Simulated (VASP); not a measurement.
A run of VASP 6.6.1:

Contents of INCAR:

```
PREC = Accurate ; ENCUT = 520
EDIFF = 1E-7 ; ISMEAR = 0
SIGMA = 0.02 ; LREAL = F
LASPH = T ; NELM = 60
ALGO = Normal ; ISIF = 2
LWAVE = F ; LCHARG = F
GGA = PE ; IVDW = 12
NBANDS = 35
```

File KPOINTS:

```
Automatic mesh
0
Gamma
  12 12 4
```

The input POSCAR:

```
MoS2
1.0
    3.0919018095      0.0000000000      0.0000000000
   -1.5459509047      2.6776655130      0.0000000000
    0.0000000000      0.0000000000     11.4130853049
Mo S
2 4
Direct
    0.3333333333      0.6666666667      0.2500000000
    0.6666666667      0.3333333333      0.7500000000
    0.3333333333      0.6666666667      0.6124153526
    0.6666666667      0.3333333333      0.1124153526
    0.3333333333      0.6666666667      0.8875846474
    0.6666666667      0.3333333333      0.3875846474
```

Potentials or basis: VASP PAW PBE potentials, release 64 (Mo_sv, S).

The run is started by

```bash
$ cat potpaw_PBE.64/Mo_sv/POTCAR potpaw_PBE.64/S/POTCAR > POTCAR
$ mpirun -np 1 vasp_std > vasp.out
```

Hardware: 1 thread of AMD EPYC 9R45 96-Core Processor (Zen 5) (shared host).

Task: Estimate the wall time of this run.

Result: Run time: 2.1 min on 1 thread of AMD EPYC 9R45 96-Core Processor (Zen 5) (shared host), peak memory 0.28 GiB. Counts: scf iterations 17, k points 57.
